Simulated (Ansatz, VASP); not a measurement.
CdS in VASP and in Ansatz

```
CELL_PARAMETERS angstrom
0.00000 2.91650 2.91650
2.91650 0.00000 2.91650
2.91650 2.91650 0.00000
ATOMIC_POSITIONS crystal
Cd 0.00000 0.00000 0.00000
S 0.25000 0.25000 0.25000
```

Alike in both runs: task single point; functional LDA; k mesh 6 × 6 × 6; non-collinear spin, spin-orbit coupling.

|  | VASP | Ansatz |
| --- | --- | --- |
| version | VASP 6.6.1 | Ansatz 0.2.0 |
| potentials or method | VASP PAW LDA potentials, release 64 (Cd, S) | plane waves, PAW |
| plane-wave cutoff (eV) | 500 | 420 |
| occupations | gaussian, width 0.01 eV | fixed |
| valence electrons in the cell | 18 | 26 |

|  | VASP | Ansatz | Ansatz less VASP |
| --- | --- | --- | --- |
| net moment per atom (μB) | 0.00 | 0.00 | 0.000 |

LDA's correlation is that of Perdew and Zunger in VASP and of Perdew and Wang (1992) in Ansatz. VASP's potentials hold 18 valence electrons a cell and Ansatz's 26, so a difference there can come from the potentials and not from the codes.
